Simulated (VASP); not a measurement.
Wanted: the native input for a VASP 6.6.1 run.

* Task: relaxation of cell and atoms
* Functional: PBEsol
* Potentials or basis: VASP PAW PBE potentials, release 64 (Ag, Hg, F)
* Cutoff: 600 eV
* k mesh: 6 × 6 × 6
* Occupations: fermi-dirac, width 0.03 eV
* Spin: no spin polarisation
* Dipole correction: no
* Further INCAR settings: ALGO = Normal; EDIFF = 1e-07; IBRION = 2; EDIFFG = -0.01; NSW = 100; ISIF = 3

The structure of AgHgF3 lies in POSCAR:

```
AgHgF3
1.0
    4.3684290900      0.0000000000      0.0000000000
    0.0000000000      4.3684290900      0.0000000000
    0.0000000000      0.0000000000      4.3684290900
Ag Hg F
1 1 3
Direct
    0.0000000000      0.0000000000      0.0000000000
    0.5000000000      0.5000000000      0.5000000000
    0.0000000000      0.5000000000      0.5000000000
    0.5000000000      0.0000000000      0.5000000000
    0.5000000000      0.5000000000      0.0000000000
```

These files were run (other wordings do the same):

INCAR

```
SYSTEM = AgHgF3
  PREC = Accurate
  ENCUT = 600
  EDIFF = 1E-7
  ISMEAR = -1
  SIGMA = 0.03
  LREAL = .FALSE.
  LASPH = .TRUE.
  NELM = 60
  ALGO = Normal
  ISIF = 3
  LWAVE = .FALSE.
  LCHARG = .FALSE.
  GGA = PS
  IBRION = 2
  NSW = 100
  EDIFFG = -0.01
```

KPOINTS

```
Automatic mesh
0
G
  6 6 6
  0 0 0
```

Potentials or basis: VASP PAW PBE potentials, release 64 (Ag, Hg, F).

Run with:

```sh
$ cat potpaw_PBE.64/Ag/POTCAR potpaw_PBE.64/Hg/POTCAR potpaw_PBE.64/F/POTCAR > POTCAR
$ mpirun -np 1 vasp_std > vasp.out
```

It gave:

The relaxed volume is 17.67 Å³/atom. The relaxed cell is a = 4.454 Å, b = 4.454 Å, c = 4.454 Å, α = 90.00°, β = 90.00°, γ = 90.00°, the space group after relaxing (to 0.1 Å) is Pm-3m (No. 221) and the energy gained by relaxing is 12.7 meV/atom. The ionic steps are 3 and the pressure after relaxing is 0.0 GPa. The band gap on the k mesh is zero (bands 22 and 23 overlap by 0.68 eV).

Caveat: the PAW data sets were made with another functional, which shifts forces and pressure a little; spin-orbit coupling is left out, which moves the levels of the heavy elements.

Wall time 2.3 min on 1 thread of Oxide Virtual Turin-like Processor (shared host), peak memory 0.22 GiB.
